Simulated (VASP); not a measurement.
WS2: single point with PBE

Crystal: WS2.

```
W S
1.0
     3.18772    0.00000    0.00000
    -1.59386    2.76065    0.00000
     0.00000    0.00000   14.85633
W S
2 4
Direct
  0.33333 0.66667 0.25000
  0.66667 0.33333 0.75000
  0.33333 0.66667 0.64425
  0.66667 0.33333 0.14425
  0.33333 0.66667 0.85575
  0.66667 0.33333 0.35575
```

* Program: VASP 6.6.1
* Task: single point
* Functional: PBE
* Potentials or basis: VASP PAW PBE potentials, release 64 (W_sv, S)
* Cutoff: 520 eV
* k mesh: 12 × 12 × 2
* Occupations: gaussian, width 0.01 eV
* Spin: no spin polarisation
* Dipole correction: no
* Further INCAR settings: ALGO = Normal; EDIFF = 1e-06; NBANDS = 35

- Pressure: 0.0 GPa
- Band gap on the k mesh: 1.64 eV, indirect (least direct gap 1.80 eV)

Forces in eV/Å, atoms in the order of the input:
```
W    0.000  0.000  0.000
W    0.000  0.000  0.000
S    0.000  0.000 -0.003
S    0.000  0.000 -0.003
S    0.000  0.000  0.003
S    0.000  0.000  0.003
```

Levels at points of the mesh, in eV from the valence-band top:
| k point | band 22 | band 23 | band 24 | band 25 | band 26 | band 27 | band 28 | band 29 | band 30 | band 31 |
| --- | --- | --- | --- | --- | --- | --- | --- | --- | --- | --- |
| (0.00, 0.00, 0.00) | -1.79 | -1.79 | -1.79 | -0.41 | 0.00 | 2.70 | 2.70 | 2.70 | 2.70 | 2.84 |
| (0.50, 0.00, 0.00) | -2.31 | -1.46 | -1.44 | -1.11 | -1.09 | 2.66 | 2.66 | 3.08 | 3.14 | 3.75 |
| (0.00, 0.00, 0.50) | -1.79 | -1.79 | -1.79 | -0.18 | -0.18 | 2.70 | 2.70 | 2.70 | 2.70 | 2.85 |
| (0.50, 0.00, 0.50) | -2.31 | -1.45 | -1.45 | -1.10 | -1.10 | 2.66 | 2.66 | 3.11 | 3.11 | 3.86 |

Run time: 63 s on 1 thread of Intel(R) Xeon(R) 6975P-C (Granite Rapids) (shared host), peak memory 0.32 GiB.

Caveat: spin-orbit coupling is left out, which moves the levels of the heavy elements; this functional lacks dispersion, which binds the layers, so the pressure and a relaxed spacing across them are unreliable. A k mesh can miss the band edges.
